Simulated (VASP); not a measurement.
# In (I4/mmm) in VASP: a series of runs

The runs below take In through single point, with PBE.

All numbers are computed with VASP 6.6.1; they aren't measurements. Logs are shortened: lines on timing, memory, paths and dates and some standing lists are left out, and cuts for length are marked.

**1. The cell of the first run**

Symmetry: I4/mmm, No. 139, tetragonal system. Conventional cell: a = 3.433 Å, b = 3.433 Å, c = 4.440 Å, α = 90.00°, β = 90.00°, γ = 90.00°. Within 4.5 Å of In (site symmetry 4/mmm) lie 14 In at 3.29 to 4.44 Å.

**2. Single point, PBE**

File INCAR:

```
PREC = Accurate
ENCUT = 520
EDIFF = 1E-6
ISMEAR = 0
SIGMA = 0.15
LREAL = False
LASPH = True
NELM = 60
ALGO = Fast
ISIF = 2
LWAVE = False
LCHARG = False
GGA = PE
NBANDS = 12
```

File KPOINTS:

```
regular mesh
0
Gamma
  22 22 22
```

File POSCAR:

```
In
1.0
   -1.7166732042      1.7166732042      2.2199176722
    1.7166732042     -1.7166732042      2.2199176722
    1.7166732042      1.7166732042     -2.2199176722
In
1
Direct
    0.0000000000      0.0000000000      0.0000000000
```

Potentials or basis: VASP PAW PBE potentials, release 64 (In_d).

The run is started by

```sh
$ cat potpaw_PBE.64/In_d/POTCAR > POTCAR
$ mpirun -np 1 vasp_std > vasp.out
```

OUTCAR:

```text
PREC = Accurate
   ENCUT = 520
   EDIFF = 1E-6
   ISMEAR = 0
   LREAL = False
   LASPH = True
   NELM = 60
   ISIF = 2
   GGA = PE

 ion  position               nearest neighbor table
   1  0.000  0.000  0.000-

  LATTYP: Found a body centered tetragonal cell.
 ALAT       =     3.4333464084
 C/A-ratio  =     1.2931510009

  Lattice vectors:

 A1 = (  -1.7166732042,   1.7166732042,   2.2199176722)
 A2 = (   1.7166732042,  -1.7166732042,   2.2199176722)
 A3 = (   1.7166732042,   1.7166732042,  -2.2199176722)

Analysis of symmetry for initial positions (statically):
=====================================================================
 Subroutine PRICEL returns:
 Original cell was already a primitive cell.

 Routine SETGRP: Setting up the symmetry group for a
 body centered tetragonal supercell.

 Subroutine GETGRP returns: Found 16 space group operations
 (whereof 16 operations were pure point group operations)
 out of a pool of 16 trial point group operations.

The static configuration has the point symmetry D_4h.

Analysis of symmetry for dynamics (positions and initial velocities):
=====================================================================
 Subroutine PRICEL returns:
 Original cell was already a primitive cell.

 Routine SETGRP: Setting up the symmetry group for a
 body centered tetragonal supercell.

 Subroutine GETGRP returns: Found 16 space group operations
 (whereof 16 operations were pure point group operations)
 out of a pool of 16 trial point group operations.

The dynamic configuration has the point symmetry D_4h.

 Subroutine INISYM returns: Found 16 space group operations
 (whereof 16 operations are pure point group operations),
 and found     1 'primitive' translations

----------------------------------------------------------------------------------------

                                     Primitive cell

  volume of cell :      26.1681

  direct lattice vectors                    reciprocal lattice vectors
    -1.716673204  1.716673204  2.219917672     0.000000000  0.291261027  0.225233578
     1.716673204 -1.716673204  2.219917672     0.291261027  0.000000000  0.225233578
     1.716673204  1.716673204 -2.219917672     0.291261027  0.291261027  0.000000000

  length of vectors
     3.289676010  3.289676010  3.289676010     0.368189014  0.368189014  0.411905294

  position of ions in fractional coordinates (direct lattice)
     0.000000000  0.000000000  0.000000000

  ion indices of the primitive-cell ions
   primitive index   ion index
                 1           1

----------------------------------------------------------------------------------------

 KPOINTS: regular mesh

Automatic generation of k-mesh.
 Grid dimensions read from file:
 generate k-points for:   22   22   22

 Generating k-lattice:

  Cartesian coordinates                     Fractional coordinates (reciprocal lattice)
     0.000000000  0.013239138  0.010237890     0.045454545  0.000000000 -0.000000000
     0.013239138  0.000000000  0.010237890     0.000000000  0.045454545 -0.000000000
     0.013239138  0.013239138  0.000000000     0.000000000  0.000000000  0.045454545

  Length of vectors
     0.016735864  0.016735864  0.018722968

  Shift w.r.t. Gamma in fractional coordinates (k-lattice)
     0.000000000  0.000000000  0.000000000

 Subroutine IBZKPT returns following result:
 ===========================================

 Found    834 irreducible k-points:

 Following reciprocal coordinates:
            Coordinates               Weight
  0.000000  0.000000  0.000000      1.000000
  0.045455 -0.000000  0.000000      8.000000
  0.090909 -0.000000  0.000000      8.000000
  0.136364 -0.000000  0.000000      8.000000
  0.181818 -0.000000  0.000000      8.000000
  0.227273 -0.000000  0.000000      8.000000
[... 16 lines left out ...]
  0.500000  0.045455  0.000000     16.000000
 -0.454545  0.045455 -0.000000     16.000000
 [... further k-points ...]
   k-points           NKPTS =    834   k-points in BZ     NKDIM =    834   number of bands    NBANDS=     12
   number of dos      NEDOS =    301   number of ions     NIONS =      1
   total plane-waves  NPLWV =  13824
   dimension x,y,z NGX =    24 NGY =   24 NGZ =   24
   dimension x,y,z NGXF=    48 NGYF=   48 NGZF=   48
   ions per type =               1
   NGX,Y,Z   is equivalent  to a cutoff of  12.13, 12.13, 12.13 a.u.
   NGXF,Y,Z  is equivalent  to a cutoff of  24.26, 24.26, 24.26 a.u.
 SYSTEM =  unknown system
   PREC   = accura    normal or accurate (medium, high low for compatibility)
   ISTART =      0    job   : 0-new  1-cont  2-samecut
   ICHARG =      2    charge: 1-file 2-atom 10-const
   ISPIN  =      1    spin polarized calculation?
   LNONCOLLINEAR =      F non collinear calculations
   LSORBIT =      F    spin-orbit coupling
   LASPH  =      T    aspherical Exc in radial PAW
   ENCUT  =  520.0 eV  38.22 Ry    6.18 a.u.   6.12  6.12  6.12*2*pi/ulx,y,z
   NELM   =     60;   NELMIN=  2; NELMDL= -5     # of ELM steps
   EDIFF  = 0.1E-05   stopping-criterion for ELM
   LREAL  =      F    real-space projection
   EDIFFG = 0.1E-04   stopping-criterion for IOM
   NSW    =      0    number of steps for IOM
   IBRION =     -1    ionic relax: 0-MD 1-quasi-New 2-CG
   NFREE  =      0    steps in history (QN), initial steepest desc. (CG)
   ISIF   =      2    stress and relaxation
   ISYM   =      2    0-nonsym 1-usesym 2-fastsym
   POTIM  = 0.5000    time-step for ionic-motion
   TEBEG  =    0.0;   TEEND  =   0.0 temperature during run
   PSTRESS=    0.0 pullay stress
   NELECT =      13.0000    total number of electrons
   NUPDOWN=      -1.0000    fix difference up-down
   EMIN   =  10.00;   EMAX   =-10.00  energy-range for DOS
   EFERMI =   0.00;   METHOD = LEGACY
   ISMEAR =     0;   SIGMA  =   0.15  broadening in eV -4-tet -1-fermi 0-gaus
   EFERMI_NEDOS =   21; number of points for ismear=-14 and -15
   IALGO  =     68    algorithm
   IMIX   =      4    mixing-type and parameters
     AMIX     =   0.40;   BMIX     =  1.00
     AMIX_MAG =   1.60;   BMIX_MAG =  1.00
  volume/ion in A,a.u.               =      26.17       176.59
  Fermi-wavevector in a.u.,A,eV,Ry     =   1.296578  2.450177 22.872944  1.681114
  Thomas-Fermi vector in A             =   2.428025
   LORBIT       =      0    0 simple, 1 ext, 2 COOP (PROOUT), +10 PAW based schemes
   GGA     = PE    functional components
   LHFCALC =     F    Hartree Fock is set to
   AEXX    =    0.0000 exact exchange contribution
   IVDW    =     0    specifies the selected vdW correction
   LEPSILON=     F    determine dielectric tensor
   LRPA    =     F    only Hartree local field effects (RPA)
 non-spin polarized calculation
 RMM-DIIS sequential band-by-band and
 Gauss-broadening in eV      SIGMA  =   0.15
  energy-cutoff  :      520.00
  volume of cell :       26.17
 maximum number of plane-waves:       732
   NGX = 13   NGY = 13   NGZ = 13

 number of electron      13.0000005 magnetization

 Free energy of the ion-electron system (eV)
  ---------------------------------------------------
  ext. energy  EPLUGINS =         0.00000000
  ---------------------------------------------------
  free energy    TOTEN  =        -2.55345116 eV

  energy without entropy =       -2.54896248  energy(sigma->0) =       -2.55120682

 E-fermi :   7.5220     XC(G=0): -10.2529

 val. band max:        7.5081634091   @ k =   0.2273   0.2273   0.1818
 cond. band min:       7.5497304248   @ k =  -0.1818   0.4091   0.0455
 fundamental gap:      0.0415670156
 Fermi energy:         7.5219759294

 k-point     1 :       0.0000    0.0000    0.0000
  band No.  band energies     occupation
      1      -7.1525      2.00000
      2      -7.1525      2.00000
      3      -7.0420      2.00000
      4      -7.0059      2.00000
      5      -6.8961      2.00000
      6      -2.0224      2.00000
      7      17.9878      0.00000
      8      18.2172      0.00000
      9      18.2172      0.00000
     10      19.1306      0.00000
     11      21.5386      0.00000
     12      21.5397      0.00000

 k-point     2 :       0.0455   -0.0000    0.0000
  band No.  band energies     occupation
      1      -7.1508      2.00000
      2      -7.1486      2.00000
      3      -7.0411      2.00000
      4      -7.0054      2.00000
      5      -6.8974      2.00000
      6      -1.9771      2.00000
      7      17.4694      0.00000
      8      18.0246      0.00000
      9      18.0915      0.00000
     10      19.0067      0.00000
     11      21.7137      0.00000
     12      21.7370      0.00000

 k-point     3 :       0.0909   -0.0000    0.0000
  band No.  band energies     occupation
      1      -7.1465      2.00000
      2      -7.1384      2.00000
      3      -7.0382      2.00000
      4      -7.0025      2.00000
      5      -6.9010      2.00000
      6      -1.8408      2.00000
      7      16.0879      0.00000
      8      17.7747      0.00000
      9      17.8379      0.00000
     10      18.9417      0.00000
     11      22.0435      0.00000
     12      22.1927      0.00000
[... 286 lines left out ...]
 k-point    23 :       0.5000    0.0455    0.0000
  band No.  band energies     occupation
      1      -7.1813      2.00000
      2      -7.1586      2.00000
      3      -7.0527      2.00000
      4      -6.8204      2.00000
      5      -6.7719      2.00000
      6       3.1234      2.00000
      7       4.3445      2.00000
      8      14.7974      0.00000
      9      15.9385      0.00000
     10      18.7071      0.00000
     11      19.6599      0.00000
     12      20.1021      0.00000

 k-point    24 :      -0.4545    0.0455   -0.0000
  band No.  band energies     occupation
      1      -7.1785      2.00000
      2      -7.1552      2.00000
      3      -7.0499      2.00000
      4      -6.8259      2.00000
      5      -6.7842      2.00000
      6       2.3114      2.00000
      7       5.3130      2.00000
      8      14.9470      0.00000
      9      15.9553      0.00000
     10      18.5649      0.00000
     11      19.8146      0.00000
     12      19.9966      0.00000

 [... further k-points ...]

------------------------ aborting loop because EDIFF is reached ----------------------------------------

  FORCE on cell =-STRESS in cart. coord.  units (eV):
  Direction    XX          YY          ZZ          XY          YZ          ZX
  --------------------------------------------------------------------------------------
  -------------------------------------------------------------------------------------
  Total        0.2795909      0.2795909      0.3413614      0.0000000     -0.0000000      0.0000000
  in kB       17.1183366     17.1183366     20.9003182      0.0000000     -0.0000000      0.0000000
  external PRESSURE =      18.3789971 kB  Pullay stress =       0.0000000 kB

 VOLUME and BASIS-vectors are now :
 -----------------------------------------------------------------------------
  energy-cutoff  :      520.00
  volume of cell :       26.17
      direct lattice vectors                 reciprocal lattice vectors
    -1.716673204  1.716673204  2.219917672     0.000000000  0.291261027  0.225233578
     1.716673204 -1.716673204  2.219917672     0.291261027  0.000000000  0.225233578
     1.716673204  1.716673204 -2.219917672     0.291261027  0.291261027  0.000000000

 POSITION                                       TOTAL-FORCE (eV/Angst)
 -----------------------------------------------------------------------------------
      0.00000      0.00000      0.00000        -0.000000     -0.000000      0.000000
 -----------------------------------------------------------------------------------
    total drift:                                0.000000      0.000000     -0.000000

  FREE ENERGIE OF THE ION-ELECTRON SYSTEM (eV)
  ---------------------------------------------------
  free  energy   TOTEN  =        -2.5534511616 eV

  energy  without entropy=       -2.5489624798  energy(sigma->0) =       -2.55120682
```

Run time: 62 s. Hardware: 1 thread of Intel Xeon 6975P-C (Granite Rapids), shared host; peak memory 0.34 GiB.

What came out:

| Item | Value |
| --- | --- |
| Free energy | -2.5535 eV |
| Pressure | 1.8 GPa |
| Band gap on the k mesh | zero (an odd number of electrons rules out a gap without spin polarisation) |

Levels at points of the mesh, in eV from the Fermi level:
```
           k point  band 4  band 5  band 6  band 7  band 8  band 9
(0.00, 0.00, 0.00)  -14.53  -14.42   -9.54   10.47   10.70   10.70
(0.50, 0.00, 0.00)  -14.34  -14.29   -4.30   -3.37    7.61    8.74
(0.50, 0.50, 0.00)  -14.32  -14.24   -2.59   -2.51    4.27    4.74
(0.50, 0.50, 0.50)  -14.26  -14.26   -1.54   -1.04    3.24    3.24
```

Caveat: spin-orbit coupling is left out, which moves the levels of the heavy elements.

(Continued in part 2 of 2.)
